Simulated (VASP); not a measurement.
# Al in VASP: a series of runs

The runs below take Al through single point, with LDA.

Program: VASP 6.6.1. These are calculated values, not measurements. Logs are shortened: lines on timing, memory, paths and dates and some standing lists are left out, and cuts for length are marked.

## 1. The cell of the first run

The cell holds a slab with vacuum, 7 atoms: a = 2.817 Å, b = 2.817 Å, c = 26.951 Å, α = 90.00°, β = 90.00°, γ = 90.00°.

## 2. Single point, LDA

File INCAR:

```
ALGO = Normal ; DIPOL = 0.5 0.5 0.500
EDIFF = 1E-7 ; ENCUT = 520
IDIPOL = 3 ; ISIF = 2
ISMEAR = 0 ; LASPH = True
LCHARG = False ; LDIPOL = True
LREAL = False ; LWAVE = False
NBANDS = 20 ; NELM = 100
PREC = Accurate ; SIGMA = 0.1
```

File KPOINTS:

```
k-points
0
Gamma
  12 12 1
```

File POSCAR:

```
Al
1.0
    2.8168441069      0.0000000000      0.0000000000
    0.0000000000      2.8168441069      0.0000000000
    0.0000000000      0.0000000000     26.9508574173
Al
7
Direct
    0.5000000000      0.5000000000      0.2782842818
    0.0000000000      0.0000000000      0.3521895212
    0.5000000000      0.5000000000      0.4260947606
    0.0000000000      0.0000000000      0.5000000000
    0.5000000000      0.5000000000      0.5739052394
    0.0000000000      0.0000000000      0.6478104788
    0.5000000000      0.5000000000      0.7217157182
```

Potentials or basis: VASP PAW LDA potentials, release 64 (Al).

Command:

```sh
> cat potpaw_LDA.64/Al/POTCAR > POTCAR
> mpirun -np 1 vasp_std > vasp.out
```

OUTCAR:

```text
EDIFF = 1E-7
   ENCUT = 520
   ISIF = 2
   ISMEAR = 0
   LASPH = True
   LREAL = False
   NELM = 100
   PREC = Accurate

 ion  position               nearest neighbor table
   1  0.500  0.500  0.278-   2 2.82   2 2.82   2 2.82   2 2.82
   2  0.000  0.000  0.352-   3 2.82   3 2.82   3 2.82   3 2.82   1 2.82   1 2.82   1 2.82   1 2.82

   3  0.500  0.500  0.426-   2 2.82   4 2.82   2 2.82   4 2.82   2 2.82   4 2.82   2 2.82   4 2.82

   4  0.000  0.000  0.500-   3 2.82   5 2.82   3 2.82   5 2.82   3 2.82   5 2.82   3 2.82   5 2.82

   5  0.500  0.500  0.574-   4 2.82   6 2.82   4 2.82   6 2.82   4 2.82   6 2.82   4 2.82   6 2.82

   6  0.000  0.000  0.648-   5 2.82   5 2.82   5 2.82   5 2.82   7 2.82   7 2.82   7 2.82   7 2.82

   7  0.500  0.500  0.722-   6 2.82   6 2.82   6 2.82   6 2.82

  LATTYP: Found a simple tetragonal cell.
 ALAT       =     2.8168441069
 C/A-ratio  =     9.5677490108

  Lattice vectors:

 A1 = (   2.8168441069,   0.0000000000,   0.0000000000)
 A2 = (   0.0000000000,   2.8168441069,   0.0000000000)
 A3 = (   0.0000000000,   0.0000000000,  26.9508574173)

Analysis of symmetry for initial positions (statically):
=====================================================================
 Subroutine PRICEL returns:
 Original cell was already a primitive cell.

 Routine SETGRP: Setting up the symmetry group for a
 simple tetragonal supercell.

 Subroutine GETGRP returns: Found 16 space group operations
 (whereof 16 operations were pure point group operations)
 out of a pool of 16 trial point group operations.

The static configuration has the point symmetry D_4h.

Analysis of symmetry for dynamics (positions and initial velocities):
=====================================================================
 Subroutine PRICEL returns:
 Original cell was already a primitive cell.

 Routine SETGRP: Setting up the symmetry group for a
 simple tetragonal supercell.

 Subroutine GETGRP returns: Found 16 space group operations
 (whereof 16 operations were pure point group operations)
 out of a pool of 16 trial point group operations.

The dynamic configuration has the point symmetry D_4h.

 Subroutine INISYM returns: Found 16 space group operations
 (whereof 16 operations are pure point group operations),
 and found     1 'primitive' translations

----------------------------------------------------------------------------------------

                                     Primitive cell

  volume of cell :     213.8446

  direct lattice vectors                    reciprocal lattice vectors
     2.816844107  0.000000000  0.000000000     0.355007222  0.000000000  0.000000000
     0.000000000  2.816844107  0.000000000     0.000000000  0.355007222  0.000000000
     0.000000000  0.000000000 26.950857417     0.000000000  0.000000000  0.037104571

  length of vectors
     2.816844107  2.816844107 26.950857417     0.355007222  0.355007222  0.037104571

  position of ions in fractional coordinates (direct lattice)
     0.500000000  0.500000000  0.278284282
     0.000000000  0.000000000  0.352189521
     0.500000000  0.500000000  0.426094761
     0.000000000  0.000000000  0.500000000
     0.500000000  0.500000000  0.573905239
     0.000000000  0.000000000  0.647810479
     0.500000000  0.500000000  0.721715718

  ion indices of the primitive-cell ions
   primitive index   ion index
                 1           1
                 2           2
                 3           3
                 4           4
                 5           5
                 6           6
                 7           7

----------------------------------------------------------------------------------------

 KPOINTS: k-points

Automatic generation of k-mesh.
 Grid dimensions read from file:
 generate k-points for:   12   12    1

 Generating k-lattice:

  Cartesian coordinates                     Fractional coordinates (reciprocal lattice)
     0.029583935  0.000000000  0.000000000     0.083333333  0.000000000  0.000000000
     0.000000000  0.029583935  0.000000000     0.000000000  0.083333333  0.000000000
     0.000000000  0.000000000  0.037104571     0.000000000  0.000000000  1.000000000

  Length of vectors
     0.029583935  0.029583935  0.037104571

  Shift w.r.t. Gamma in fractional coordinates (k-lattice)
     0.000000000  0.000000000  0.000000000

 Subroutine IBZKPT returns following result:
 ===========================================

 Found     28 irreducible k-points:

 Following reciprocal coordinates:
            Coordinates               Weight
  0.000000  0.000000  0.000000      1.000000
  0.083333  0.000000  0.000000      4.000000
  0.166667  0.000000  0.000000      4.000000
  0.250000  0.000000  0.000000      4.000000
  0.333333  0.000000  0.000000      4.000000
  0.416667  0.000000  0.000000      4.000000
[... 16 lines left out ...]
  0.333333  0.333333  0.000000      4.000000
  0.416667  0.333333  0.000000      8.000000
 [... further k-points ...]
   k-points           NKPTS =     28   k-points in BZ     NKDIM =     28   number of bands    NBANDS=     20
   number of dos      NEDOS =    301   number of ions     NIONS =      7
   total plane-waves  NPLWV = 115200
   dimension x,y,z NGX =    24 NGY =   24 NGZ =  200
   dimension x,y,z NGXF=    48 NGYF=   48 NGZF=  400
   ions per type =               7
   NGX,Y,Z   is equivalent  to a cutoff of  14.16, 14.16, 12.34 a.u.
   NGXF,Y,Z  is equivalent  to a cutoff of  28.33, 28.33, 24.67 a.u.
 SYSTEM =  unknown system
   PREC   = accura    normal or accurate (medium, high low for compatibility)
   ISTART =      0    job   : 0-new  1-cont  2-samecut
   ICHARG =      2    charge: 1-file 2-atom 10-const
   ISPIN  =      1    spin polarized calculation?
   LNONCOLLINEAR =      F non collinear calculations
   LSORBIT =      F    spin-orbit coupling
   LASPH  =      T    aspherical Exc in radial PAW
   ENCUT  =  520.0 eV  38.22 Ry    6.18 a.u.   5.24  5.24 50.11*2*pi/ulx,y,z
   NELM   =    100;   NELMIN=  2; NELMDL= -5     # of ELM steps
   EDIFF  = 0.1E-06   stopping-criterion for ELM
   LREAL  =      F    real-space projection
   EDIFFG = 0.1E-05   stopping-criterion for IOM
   NSW    =      0    number of steps for IOM
   IBRION =     -1    ionic relax: 0-MD 1-quasi-New 2-CG
   NFREE  =      0    steps in history (QN), initial steepest desc. (CG)
   ISIF   =      2    stress and relaxation
   ISYM   =      2    0-nonsym 1-usesym 2-fastsym
   POTIM  = 0.5000    time-step for ionic-motion
   TEBEG  =    0.0;   TEEND  =   0.0 temperature during run
   PSTRESS=    0.0 pullay stress
   NELECT =      21.0000    total number of electrons
   NUPDOWN=      -1.0000    fix difference up-down
   EMIN   =  10.00;   EMAX   =-10.00  energy-range for DOS
   EFERMI =   0.00;   METHOD = LEGACY
   ISMEAR =     0;   SIGMA  =   0.10  broadening in eV -4-tet -1-fermi 0-gaus
   EFERMI_NEDOS =   21; number of points for ismear=-14 and -15
   IALGO  =     38    algorithm
   IMIX   =      4    mixing-type and parameters
     AMIX     =   0.40;   BMIX     =  1.00
     AMIX_MAG =   1.60;   BMIX_MAG =  1.00
  volume/ion in A,a.u.               =      30.55       206.16
  Fermi-wavevector in a.u.,A,eV,Ry     =   0.755293  1.427296  7.761672  0.570467
  Thomas-Fermi vector in A             =   1.853154
   LORBIT       =      0    0 simple, 1 ext, 2 COOP (PROOUT), +10 PAW based schemes
   GGA     = CA    functional components
   LHFCALC =     F    Hartree Fock is set to
   AEXX    =    0.0000 exact exchange contribution
   IVDW    =     0    specifies the selected vdW correction
   LEPSILON=     F    determine dielectric tensor
   LRPA    =     F    only Hartree local field effects (RPA)
 non-spin polarized calculation
 Gauss-broadening in eV      SIGMA  =   0.10
  energy-cutoff  :      520.00
  volume of cell :      213.84
 maximum number of plane-waves:      5813
 NGX is ok and might be reduce to    24
   NGX = 11   NGY = 11   NGZ =101

 dipolmoment           0.000000      0.000000      0.000000 electrons x Angstroem

 number of electron      21.0000000 magnetization

 dipolmoment           0.000000      0.000000     -0.000000 electrons x Angstroem

 Free energy of the ion-electron system (eV)
  ---------------------------------------------------
  ext. energy  EPLUGINS =         0.00000000
  ---------------------------------------------------
  free energy    TOTEN  =       -28.28567977 eV

  energy without entropy =      -28.26933301  energy(sigma->0) =      -28.27750639

 E-fermi :   2.2041     XC(G=0):  -6.1875

 val. band max:        2.1963519528   @ k =   0.5000   0.4167   0.0000
 cond. band min:       2.2080980390   @ k =   0.5000   0.4167   0.0000
 fundamental gap:      0.0117460862
 Fermi energy:         2.2040846233

 k-point     1 :       0.0000    0.0000    0.0000
  band No.  band energies     occupation
      1      -9.0456      2.00000
      2      -8.5258      2.00000
      3      -7.7057      2.00000
      4      -6.5389      2.00000
      5      -5.1105      2.00000
      6      -3.4240      2.00000
[... 12 lines left out ...]
     19       8.5115      0.00000
     20       8.6421      0.00000

 k-point     2 :       0.0833    0.0000    0.0000
  band No.  band energies     occupation
      1      -8.9166      2.00000
      2      -8.3972      2.00000
      3      -7.5778      2.00000
      4      -6.4120      2.00000
      5      -4.9846      2.00000
      6      -3.2993      2.00000
[... 12 lines left out ...]
     19       8.6209      0.00000
     20       8.7633      0.00000

 k-point     3 :       0.1667    0.0000    0.0000
  band No.  band energies     occupation
      1      -8.5303      2.00000
      2      -8.0122      2.00000
      3      -7.1949      2.00000
      4      -6.0319      2.00000
      5      -4.6077      2.00000
      6      -2.9260      2.00000
[... 12 lines left out ...]
     19       8.5031      0.00000
     20       8.5390      0.00000

 k-point     4 :       0.2500    0.0000    0.0000
  band No.  band energies     occupation
      1      -7.8889      2.00000
      2      -7.3730      2.00000
      3      -6.5592      2.00000
      4      -5.4008      2.00000
      5      -3.9820      2.00000
      6      -2.3068      2.00000
[... 12 lines left out ...]
     19       8.0843      0.00000
     20       8.3716      0.00000

 k-point     5 :       0.3333    0.0000    0.0000
  band No.  band energies     occupation
      1      -6.9960      2.00000
      2      -6.4832      2.00000
      3      -5.6743      2.00000
      4      -4.5224      2.00000
      5      -3.1116      2.00000
      6      -1.4529      2.00000
[... 12 lines left out ...]
     19       7.8124      0.00000
     20       8.8531      0.00000
[... 353 lines left out ...]
      6      -1.2850      2.00000
[... 12 lines left out ...]
     19       6.5766      0.00000
     20       6.7097      0.00000

 k-point    22 :       0.5000    0.2500    0.0000
  band No.  band energies     occupation
      1      -3.3737      2.00000
      2      -3.3610      2.00000
      3      -2.8948      2.00000
      4      -2.8406      2.00000
      5      -2.1576      2.00000
      6      -1.9931      2.00000
[... 12 lines left out ...]
     19       5.9802      0.00000
     20       6.0698      0.00000

 k-point    23 :       0.3333    0.3333    0.0000
  band No.  band energies     occupation
      1      -4.9796      2.00000
      2      -4.4736      2.00000
      3      -3.6759      2.00000
      4      -2.5389      2.00000
      5      -1.1470      2.00000
      6       0.2780      2.00000
[... 12 lines left out ...]
     19       5.5365      0.00000
     20       6.4322      0.00000

 k-point    24 :       0.4167    0.3333    0.0000
  band No.  band energies     occupation
      1      -3.8623      2.00000
      2      -3.3605      2.00000
      3      -2.5699      2.00000
      4      -1.4449      2.00000
      5      -0.9971      2.00000
      6      -0.5016      2.00000
[... 12 lines left out ...]
     19       5.0253      0.00000
     20       5.5857      0.00000

 [... further k-points ...]

------------------------ aborting loop because EDIFF is reached ----------------------------------------

 vacuum level on the upper side and lower side of the slab       (xc-potential included)        -0.092        -0.092

  FORCE on cell =-STRESS in cart. coord.  units (eV):
  Direction    XX          YY          ZZ          XY          YZ          ZX
  --------------------------------------------------------------------------------------
  -------------------------------------------------------------------------------------
  Total       -1.6425537     -1.6425537      0.4309558      0.0000000      0.0000000      0.0000000
  in kB      -12.3064261    -12.3064261      3.2288291      0.0000000      0.0000000      0.0000000
  external PRESSURE =      -7.1280077 kB  Pullay stress =       0.0000000 kB

 VOLUME and BASIS-vectors are now :
 -----------------------------------------------------------------------------
  energy-cutoff  :      520.00
  volume of cell :      213.84
      direct lattice vectors                 reciprocal lattice vectors
     2.816844107  0.000000000  0.000000000     0.355007222  0.000000000  0.000000000
     0.000000000  2.816844107  0.000000000     0.000000000  0.355007222  0.000000000
     0.000000000  0.000000000 26.950857417     0.000000000  0.000000000  0.037104571

 POSITION                                       TOTAL-FORCE (eV/Angst)
 -----------------------------------------------------------------------------------
      1.40842      1.40842      7.50000         0.000000      0.000000     -0.120434
      0.00000      0.00000      9.49181        -0.000000     -0.000000      0.144585
      1.40842      1.40842     11.48362        -0.000000     -0.000000     -0.038023
      0.00000      0.00000     13.47543        -0.000000     -0.000000      0.000000
      1.40842      1.40842     15.46724        -0.000000     -0.000000      0.038023
      0.00000      0.00000     17.45905        -0.000000     -0.000000     -0.144585
      1.40842      1.40842     19.45086        -0.000000      0.000000      0.120434
 -----------------------------------------------------------------------------------
    total drift:                               -0.000000      0.000000     -0.000000

  FREE ENERGIE OF THE ION-ELECTRON SYSTEM (eV)
  ---------------------------------------------------
  free  energy   TOTEN  =       -28.2856797681 eV

  energy  without entropy=      -28.2693330145  energy(sigma->0) =      -28.27750639

 vacuum level on the upper side and lower side of the slab         6.548         6.548
```

Wall time 1.8 min (1 thread of AMD EPYC 9R45 (Zen 5), shared host); peak memory 0.26 GiB.

What came out:

```yaml
Free_energy: -28.2857 eV
Largest_force: 0.145 eV/Å
Band_gap_on_the_k_mesh: zero (an odd number of electrons rules out a gap without spin polarisation)
```

Forces in eV/Å, atoms in the order of the input:
```
Al   0.000  0.000 -0.120
Al   0.000  0.000  0.145
Al   0.000  0.000 -0.038
Al   0.000  0.000  0.000
Al   0.000  0.000  0.038
Al   0.000  0.000 -0.145
Al   0.000  0.000  0.120
```

## 3. Single point, LDA

File INCAR:

```
SYSTEM = Al
ALGO     = Fast           ! electronic algorithm
DIPOL    = 0.5 0.5 0.500
EDIFF    = 1E-6           ! SCF threshold, eV
ENCUT    = 520            ! plane-wave cutoff, eV
IDIPOL   = 3            
ISIF     = 2              ! what is computed and relaxed
ISMEAR   = 0              ! smearing method
LASPH    = .True.         ! aspherical terms in the spheres
LCHARG   = .True.         ! write CHGCAR
LDIPOL   = .True.       
LELF     = .True.         ! ELF
LREAL    = .False.        ! projectors in reciprocal space
LVACPOTAV= .True.       
LVHAR    = .True.       
LWAVE    = .False.        ! write WAVECAR
NBANDS   = 20             ! bands
NELM     = 100            ! most SCF steps
PREC     = Accurate       ! precision mode
SIGMA    = 0.1            ! smearing width, eV
```

File KPOINTS:

```
k-points
0
Gamma
  12 12 1
  0 0 0
```

File POSCAR:

```
Al
1.0
    2.8168441069      0.0000000000      0.0000000000
    0.0000000000      2.8168441069      0.0000000000
    0.0000000000      0.0000000000     26.9508574173
Al
7
Direct
    0.5000000000      0.5000000000      0.2770486800
    0.0000000000      0.0000000000      0.3525746727
    0.5000000000      0.5000000000      0.4260023538
    0.0000000000      0.0000000000      0.5000000000
    0.5000000000      0.5000000000      0.5739976463
    0.0000000000      0.0000000000      0.6474253275
    0.5000000000      0.5000000000      0.7229513198
```

Potentials or basis: VASP PAW LDA potentials, release 64 (Al).

Command:

```sh
> cat potpaw_LDA.64/Al/POTCAR > POTCAR
> mpirun -np 1 vasp_std > vasp.out
```

Run time: 1.7 min. Hardware: 1 thread of AMD EPYC 9R45 (Zen 5), shared host; peak memory 0.25 GiB.

It converged, with:

```yaml
Free_energy: -28.2912 eV
Largest_force: 0.015 eV/Å
Band_gap_on_the_k_mesh: zero (an odd number of electrons rules out a gap without spin polarisation)
```

Forces in eV/Å, atoms in the order of the input:
```
Al   0.000  0.000  0.000
Al   0.000  0.000 -0.011
Al   0.000  0.000  0.015
Al   0.000  0.000  0.000
Al   0.000  0.000 -0.015
Al   0.000  0.000  0.011
Al   0.000  0.000  0.000
```

Levels at points of the mesh, in eV from the Fermi level:
```
           k point  band 7  band 8  band 9  band 10  band 11  band 12  band 13  band 14
(0.00, 0.00, 0.00)   -3.68   -2.39    0.23     2.14     3.53     4.51     4.72     5.46
(0.50, 0.00, 0.00)   -4.25   -4.16   -2.95    -2.78    -1.37    -1.07     0.47     1.08
(0.50, 0.50, 0.00)   -1.48   -1.46   -1.00    -0.89    -0.51    -0.51    -0.35     0.18
```
